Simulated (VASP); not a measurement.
Si:

```
Si
1.0
     0.00000    2.72212    2.72212
     2.72212    0.00000    2.72212
     2.72212    2.72212    0.00000
Si
2
Cartesian
  1.3611 1.3611 1.3611
  0.0000 0.0000 0.0000
```

Base run:

```yaml
Program: VASP 6.6.1
Functional: PBE
Potentials_or_basis: VASP PAW PBE potentials, release 64 (Si)
Cutoff: 520 eV
k_mesh: 6 × 6 × 6
Occupations: gaussian, width 0.01 eV
Spin: no spin polarisation
```

Its results: band gap on the k mesh 0.72 eV, indirect (least direct gap 2.56 eV); pressure 1.3 GPa.

**Question.** The run is repeated on the same cell with these changes: k mesh from 6 × 6 × 6 to 4 × 4 × 4. What comes out?

**Answer.** Band gap on the k mesh 0.71 eV, indirect (least direct gap 2.54 eV); pressure 1.8 GPa.

Caveats: some runs use coarse meshes.

A k mesh can miss the band edges.
